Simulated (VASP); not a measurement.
# ZrSi2 (Cmcm) in VASP: further runs

The runs below take ZrSi2 through single point, with PBEsol.

Everything below comes from runs of VASP 6.6.1. Logs are shortened: lines on timing, memory, paths and dates and some standing lists are left out, and cuts for length are marked.

### 1 The cell of the first run

The structure is orthorhombic, space group Cmcm (No. 63). Conventional cell: a = 3.683 Å, b = 14.871 Å, c = 3.673 Å, α = 90.00°, β = 90.00°, γ = 90.00°. Zr (site symmetry m2m) has 10 Si at 2.72 to 2.98 Å and 6 Zr at 3.65 to 3.68 Å within 3.7 Å. Si (site symmetry m2m) has 2 Si at 2.39 Å and 6 Zr at 2.72 to 2.98 Å within 3.2 Å. Si (site symmetry m2m) has 8 Si at 2.60 to 3.48 Å and 4 Zr at 2.82 Å within 3.5 Å.

### 2 Single point, PBEsol

Input file INCAR:

```
SYSTEM = ZrSi2
PREC = Accurate ; ENCUT = 520
EDIFF = 1E-6 ; ISMEAR = 0
SIGMA = 0.1 ; LREAL = .False.
LASPH = .True. ; NELM = 100
ALGO = Normal ; ISIF = 2
LWAVE = .False. ; LCHARG = .False.
GGA = PS ; NBANDS = 29
```

Input file KPOINTS:

```
regular mesh
0
Gamma
  6 6 6
  0 0 0
```

Input file POSCAR:

```
ZrSi2
1.0
    1.8417421100     -7.4355685300      0.0000000000
    1.8417421100      7.4355685300      0.0000000000
    0.0000000000      0.0000000000      3.6732512100
Zr Si
2 4
Direct
    0.8940881300      0.1059118700      0.2500000000
    0.1059118700      0.8940881300      0.7500000000
    0.4485385800      0.5514614200      0.7500000000
    0.5514614200      0.4485385800      0.2500000000
    0.2502490200      0.7497509800      0.2500000000
    0.7497509800      0.2502490200      0.7500000000
```

Potentials or basis: VASP PAW PBE potentials, release 64 (Zr_sv, Si).

Started as:

```
cat potpaw_PBE.64/Zr_sv/POTCAR potpaw_PBE.64/Si/POTCAR > POTCAR
mpirun -np 1 vasp_std > vasp.out
```

OUTCAR:

```text
SYSTEM = ZrSi2
   PREC = Accurate
   ENCUT = 520
   EDIFF = 1E-6
   ISMEAR = 0
   LREAL = .False.
   LASPH = .True.
   NELM = 100
   ISIF = 2
   GGA = PS

 ion  position               nearest neighbor table
   1  0.894  0.106  0.250-   3 2.72   3 2.72   3 2.72   3 2.72   5 2.82   5 2.82   6 2.82   6 2.82
                             4 2.98   4 2.98   2 3.65   2 3.65
   2  0.106  0.894  0.750-   4 2.72   4 2.72   4 2.72   4 2.72   6 2.82   6 2.82   5 2.82   5 2.82
                             3 2.98   3 2.98   1 3.65   1 3.65
   3  0.449  0.551  0.750-   4 2.39   4 2.39   1 2.72   1 2.72   1 2.72   1 2.72   2 2.98   2 2.98

   4  0.551  0.449  0.250-   3 2.39   3 2.39   2 2.72   2 2.72   2 2.72   2 2.72   1 2.98   1 2.98

   5  0.250  0.750  0.250-   6 2.60   6 2.60   6 2.60   6 2.60   1 2.82   1 2.82   2 2.82   2 2.82

   6  0.750  0.250  0.750-   5 2.60   5 2.60   5 2.60   5 2.60   2 2.82   2 2.82   1 2.82   1 2.82

  LATTYP: Found a base centered orthorhombic cell.
 ALAT       =     3.6834842200
 B/A-ratio  =     4.0372473918
 C/A-ratio  =     0.9972219210

  Lattice vectors:

 A1 = (   1.8417421100,  -7.4355685300,   0.0000000000)
 A2 = (   1.8417421100,   7.4355685300,   0.0000000000)
 A3 = (   0.0000000000,   0.0000000000,   3.6732512100)

Analysis of symmetry for initial positions (statically):
=====================================================================
 Subroutine PRICEL returns:
 Original cell was already a primitive cell.

 Routine SETGRP: Setting up the symmetry group for a
 base centered orthorhombic supercell.

 Subroutine GETGRP returns: Found  8 space group operations
 (whereof  4 operations were pure point group operations)
 out of a pool of  8 trial point group operations.

The static configuration has the point symmetry C_2h.
 The point group associated with its full space group is D_2h.

Analysis of symmetry for dynamics (positions and initial velocities):
=====================================================================
 Subroutine PRICEL returns:
 Original cell was already a primitive cell.

 Routine SETGRP: Setting up the symmetry group for a
 base centered orthorhombic supercell.

 Subroutine GETGRP returns: Found  8 space group operations
 (whereof  4 operations were pure point group operations)
 out of a pool of  8 trial point group operations.

The dynamic configuration has the point symmetry C_2h.
 The point group associated with its full space group is D_2h.

 Subroutine INISYM returns: Found  8 space group operations
 (whereof  4 operations are pure point group operations),
 and found     1 'primitive' translations

----------------------------------------------------------------------------------------

                                     Primitive cell

  volume of cell :     100.6059

  direct lattice vectors                    reciprocal lattice vectors
     1.841742110 -7.435568530  0.000000000     0.271482091 -0.067244354  0.000000000
     1.841742110  7.435568530  0.000000000     0.271482091  0.067244354  0.000000000
     0.000000000  0.000000000  3.673251210     0.000000000  0.000000000  0.272238391

  length of vectors
     7.660267186  7.660267186  3.673251210     0.279686126  0.279686126  0.272238391

  position of ions in fractional coordinates (direct lattice)
     0.894088130  0.105911870  0.250000000
     0.105911870  0.894088130  0.750000000
     0.448538580  0.551461420  0.750000000
     0.551461420  0.448538580  0.250000000
     0.250249020  0.749750980  0.250000000
     0.749750980  0.250249020  0.750000000

  ion indices of the primitive-cell ions
   primitive index   ion index
                 1           1
                 2           2
                 3           3
                 4           4
                 5           5
                 6           6

----------------------------------------------------------------------------------------

 KPOINTS: regular mesh

Automatic generation of k-mesh.
 Grid dimensions read from file:
 generate k-points for:    6    6    6

 Generating k-lattice:

  Cartesian coordinates                     Fractional coordinates (reciprocal lattice)
     0.045247015 -0.011207392  0.000000000     0.166666667 -0.000000000  0.000000000
     0.045247015  0.011207392  0.000000000    -0.000000000  0.166666667  0.000000000
     0.000000000  0.000000000  0.045373065     0.000000000  0.000000000  0.166666667

  Length of vectors
     0.046614354  0.046614354  0.045373065

  Shift w.r.t. Gamma in fractional coordinates (k-lattice)
     0.000000000  0.000000000  0.000000000

 Subroutine IBZKPT returns following result:
 ===========================================

 Found     52 irreducible k-points:

 Following reciprocal coordinates:
            Coordinates               Weight
  0.000000  0.000000  0.000000      1.000000
  0.166667 -0.000000  0.000000      4.000000
  0.333333 -0.000000  0.000000      4.000000
  0.500000  0.000000  0.000000      2.000000
  0.166667  0.166667  0.000000      2.000000
  0.333333  0.166667  0.000000      4.000000
[... 16 lines left out ...]
  0.333333  0.333333  0.166667      4.000000
  0.500000  0.333333  0.166667      8.000000
 [... further k-points ...]
   k-points           NKPTS =     52   k-points in BZ     NKDIM =     52   number of bands    NBANDS=     29
   number of dos      NEDOS =    301   number of ions     NIONS =      6
   total plane-waves  NPLWV = 100800
   dimension x,y,z NGX =    60 NGY =   60 NGZ =   28
   dimension x,y,z NGXF=   120 NGYF=  120 NGZF=   56
   ions per type =               2   4
   NGX,Y,Z   is equivalent  to a cutoff of  13.02, 13.02, 12.67 a.u.
   NGXF,Y,Z  is equivalent  to a cutoff of  26.04, 26.04, 25.34 a.u.
 SYSTEM =  ZrSi2
   PREC   = accura    normal or accurate (medium, high low for compatibility)
   ISTART =      0    job   : 0-new  1-cont  2-samecut
   ICHARG =      2    charge: 1-file 2-atom 10-const
   ISPIN  =      1    spin polarized calculation?
   LNONCOLLINEAR =      F non collinear calculations
   LSORBIT =      F    spin-orbit coupling
   LASPH  =      T    aspherical Exc in radial PAW
   ENCUT  =  520.0 eV  38.22 Ry    6.18 a.u.  14.24 14.24  6.83*2*pi/ulx,y,z
   NELM   =    100;   NELMIN=  2; NELMDL= -5     # of ELM steps
   EDIFF  = 0.1E-05   stopping-criterion for ELM
   LREAL  =      F    real-space projection
   EDIFFG = 0.1E-04   stopping-criterion for IOM
   NSW    =      0    number of steps for IOM
   IBRION =     -1    ionic relax: 0-MD 1-quasi-New 2-CG
   NFREE  =      0    steps in history (QN), initial steepest desc. (CG)
   ISIF   =      2    stress and relaxation
   ISYM   =      2    0-nonsym 1-usesym 2-fastsym
   POTIM  = 0.5000    time-step for ionic-motion
   TEBEG  =    0.0;   TEEND  =   0.0 temperature during run
   PSTRESS=    0.0 pullay stress
   NELECT =      40.0000    total number of electrons
   NUPDOWN=      -1.0000    fix difference up-down
   EMIN   =  10.00;   EMAX   =-10.00  energy-range for DOS
   EFERMI =   0.00;   METHOD = LEGACY
   ISMEAR =     0;   SIGMA  =   0.10  broadening in eV -4-tet -1-fermi 0-gaus
   EFERMI_NEDOS =   21; number of points for ismear=-14 and -15
   IALGO  =     38    algorithm
   IMIX   =      4    mixing-type and parameters
     AMIX     =   0.40;   BMIX     =  1.00
     AMIX_MAG =   1.60;   BMIX_MAG =  1.00
  volume/ion in A,a.u.               =      16.77       113.15
  Fermi-wavevector in a.u.,A,eV,Ry     =   1.203798  2.274848 19.716606  1.449130
  Thomas-Fermi vector in A             =   2.339541
   LORBIT       =      0    0 simple, 1 ext, 2 COOP (PROOUT), +10 PAW based schemes
   GGA     = PS    functional components
   LHFCALC =     F    Hartree Fock is set to
   AEXX    =    0.0000 exact exchange contribution
   IVDW    =     0    specifies the selected vdW correction
   LEPSILON=     F    determine dielectric tensor
   LRPA    =     F    only Hartree local field effects (RPA)
 non-spin polarized calculation
 Gauss-broadening in eV      SIGMA  =   0.10
  energy-cutoff  :      520.00
  volume of cell :      100.61
 maximum number of plane-waves:      2732
 NGX is ok and might be reduce to    60
   NGX = 29   NGY = 29   NGZ = 13

 number of electron      40.0000000 magnetization

 Free energy of the ion-electron system (eV)
  ---------------------------------------------------
  ext. energy  EPLUGINS =         0.00000000
  ---------------------------------------------------
  free energy    TOTEN  =       -45.66189662 eV

  energy without entropy =      -45.65233975  energy(sigma->0) =      -45.65711819

 E-fermi :   9.9183     XC(G=0): -11.3465

 val. band max:        9.9162873650   @ k =  -0.3333   0.3333   0.5000
 cond. band min:       9.9227609844   @ k =   0.3333   0.3333   0.0000
 fundamental gap:      0.0064736193
 Fermi energy:         9.9182764207

 k-point     1 :       0.0000    0.0000    0.0000
  band No.  band energies     occupation
      1     -38.7747      2.00000
      2     -38.7635      2.00000
      3     -17.0430      2.00000
      4     -16.8869      2.00000
      5     -16.8866      2.00000
      6     -16.8666      2.00000
[... 21 lines left out ...]
     28      12.8996      0.00000
     29      13.9619      0.00000

 k-point     2 :       0.1667   -0.0000    0.0000
  band No.  band energies     occupation
      1     -38.7721      2.00000
      2     -38.7612      2.00000
      3     -17.0333      2.00000
      4     -16.9368      2.00000
      5     -16.9119      2.00000
      6     -16.8833      2.00000
[... 21 lines left out ...]
     28      12.9959      0.00000
     29      13.8362      0.00000

 k-point     3 :       0.3333   -0.0000    0.0000
  band No.  band energies     occupation
      1     -38.7670      2.00000
      2     -38.7564      2.00000
      3     -17.0369      2.00000
      4     -17.0120      2.00000
      5     -17.0002      2.00000
      6     -16.8770      2.00000
[... 638 lines left out ...]
      5     -16.9936      2.00000
      6     -16.9012      2.00000
[... 21 lines left out ...]
     28      13.7890      0.00000
     29      13.8777      0.00000

 k-point    24 :       0.5000    0.3333    0.1667
  band No.  band energies     occupation
      1     -38.7688      2.00000
      2     -38.7596      2.00000
      3     -17.0116      2.00000
      4     -16.9301      2.00000
      5     -16.9149      2.00000
      6     -16.9067      2.00000
[... 21 lines left out ...]
     28      13.6466      0.00000
     29      13.8873      0.00000

 [... further k-points ...]

------------------------ aborting loop because EDIFF is reached ----------------------------------------

  FORCE on cell =-STRESS in cart. coord.  units (eV):
  Direction    XX          YY          ZZ          XY          YZ          ZX
  --------------------------------------------------------------------------------------
  -------------------------------------------------------------------------------------
  Total       -1.3021565     -2.1743637     -1.6980172      0.0000000      0.0000000      0.0000000
  in kB      -20.7372012    -34.6273417    -27.0413914      0.0000000      0.0000000      0.0000000
  external PRESSURE =     -27.4686448 kB  Pullay stress =       0.0000000 kB

 VOLUME and BASIS-vectors are now :
 -----------------------------------------------------------------------------
  energy-cutoff  :      520.00
  volume of cell :      100.61
      direct lattice vectors                 reciprocal lattice vectors
     1.841742110 -7.435568530  0.000000000     0.271482091 -0.067244354  0.000000000
     1.841742110  7.435568530  0.000000000     0.271482091  0.067244354  0.000000000
     0.000000000  0.000000000  3.673251210     0.000000000  0.000000000  0.272238391

 POSITION                                       TOTAL-FORCE (eV/Angst)
 -----------------------------------------------------------------------------------
      1.84174     -5.86054      0.91831         0.000000     -0.092881     -0.000000
      1.84174      5.86054      2.75494         0.000000      0.092881     -0.000000
      1.84174      0.76529      2.75494         0.000000      0.228239      0.000000
      1.84174     -0.76529      0.91831         0.000000     -0.228239      0.000000
      1.84174      3.71408      0.91831         0.000000      0.029558      0.000000
      1.84174     -3.71408      2.75494         0.000000     -0.029558      0.000000
 -----------------------------------------------------------------------------------
    total drift:                                0.000000      0.000000      0.000000

  FREE ENERGIE OF THE ION-ELECTRON SYSTEM (eV)
  ---------------------------------------------------
  free  energy   TOTEN  =       -45.6618966192 eV

  energy  without entropy=      -45.6523397518  energy(sigma->0) =      -45.65711819
```

Run time: 2 min. Hardware: 1 thread of Intel Xeon 6975P-C (Granite Rapids), shared host; peak memory 0.36 GiB.

What came out:

* Free energy: -45.6619 eV
* Pressure: -2.7 GPa
* Largest force: 0.228 eV/Å
* Band gap on the k mesh: zero (bands 20 and 21 overlap by 0.84 eV)

Forces in eV/Å, atoms in the order of the input:
```
Zr   0.000 -0.093  0.000
Zr   0.000  0.093  0.000
Si   0.000  0.228  0.000
Si   0.000 -0.228  0.000
Si   0.000  0.030  0.000
Si   0.000 -0.030  0.000
```

Stress tensor (GPa, compression positive):
```
-2.07  0.00  0.00
 0.00 -3.46  0.00
 0.00  0.00 -2.70
```

Levels at points of the mesh, in eV from the Fermi level:
```
           k point  band 16  band 17  band 18  band 19  band 20  band 21  band 22  band 23  band 24  band 25
(0.00, 0.00, 0.00)    -2.47    -2.41    -2.38    -2.33    -0.11     1.17     1.30     1.34     1.63     2.20
(0.50, 0.00, 0.00)    -2.51    -1.91    -1.45    -0.93    -0.44    -0.44     0.88     0.89     2.06     2.30
(0.50, 0.50, 0.00)    -2.69    -2.63    -1.85    -1.54     0.32     1.09     1.11     1.52     1.75     2.07
(0.00, 0.00, 0.50)    -2.34    -1.91    -1.91    -0.03    -0.03    -0.01    -0.01     1.55     1.55     2.41
(0.50, 0.00, 0.50)    -3.84    -3.30    -3.30    -2.08    -2.08     2.07     2.07     3.15     3.15     3.26
(0.50, 0.50, 0.50)    -2.94    -2.11    -2.11    -0.86    -0.86     0.01     0.01     2.26     2.26     2.94
```

Caveat: the PAW data sets were made with another functional, which shifts forces and pressure a little.

### 3 Single point, PBEsol

This run uses another cell than the first one, of 16.31 Å³/atom.

Input file INCAR:

```
SYSTEM = ZrSi2
PREC = Accurate ; ENCUT = 520
EDIFF = 1E-7 ; ISMEAR = 0
SIGMA = 0.1 ; LREAL = .FALSE.
LASPH = .TRUE. ; NELM = 60
ALGO = Normal ; ISIF = 2
LWAVE = .FALSE. ; LCHARG = .TRUE.
GGA = PS ; LELF = .TRUE.
LVHAR = .TRUE. ; NBANDS = 29
```

Input file KPOINTS:

```
regular mesh
0
G
  10 10 10
  0 0 0
```

Input file POSCAR:

```
ZrSi2
1.0
    1.8373094447     -7.2845518239      0.0000000000
    1.8373094447      7.2845518239      0.0000000000
    0.0000000000      0.0000000000      3.6567333160
Zr Si
2 4
Direct
    0.8952667596      0.1047332404      0.2500000000
    0.1047332404      0.8952667596      0.7500000000
    0.4460566963      0.5539433037      0.7500000000
    0.5539433037      0.4460566963      0.2500000000
    0.2502377049      0.7497622951      0.2500000000
    0.7497622951      0.2502377049      0.7500000000
```

Potentials or basis: VASP PAW PBE potentials, release 64 (Zr_sv, Si).

Started as:

```
cat potpaw_PBE.64/Zr_sv/POTCAR potpaw_PBE.64/Si/POTCAR > POTCAR
mpirun -np 1 vasp_std > vasp.out
```

Wall time 5.8 min (1 thread of Intel Xeon 6975P-C (Granite Rapids), shared host); peak memory 0.58 GiB.

It converged, with:

```yaml
Free_energy: -45.7119 eV
Pressure: 0.1 GPa
Band_gap_on_the_k_mesh: zero (bands 20 and 21 overlap by 1.00 eV)
```

Levels at points of the mesh, in eV from the Fermi level:
```
           k point  band 17  band 18  band 19  band 20  band 21  band 22  band 23  band 24
(0.00, 0.00, 0.00)    -2.40    -2.39    -2.33     0.02     1.09     1.36     1.47     1.61
(0.50, 0.00, 0.00)    -1.77    -1.57    -0.89    -0.49    -0.46     0.97     0.99     2.11
(0.50, 0.50, 0.00)    -2.70    -1.87    -1.48     0.42     1.00     1.16     1.46     1.74
(0.00, 0.00, 0.50)    -1.96    -1.96    -0.06    -0.06     0.21     0.21     1.61     1.61
(0.50, 0.00, 0.50)    -3.22    -3.22    -2.19    -2.19     2.22     2.22     3.16     3.16
(0.50, 0.50, 0.50)    -2.26    -2.26    -0.93    -0.93     0.11     0.11     2.33     2.33
```

Caveat: the PAW data sets were made with another functional, which shifts forces and pressure a little.

(Part 1 of 2 ends here.)
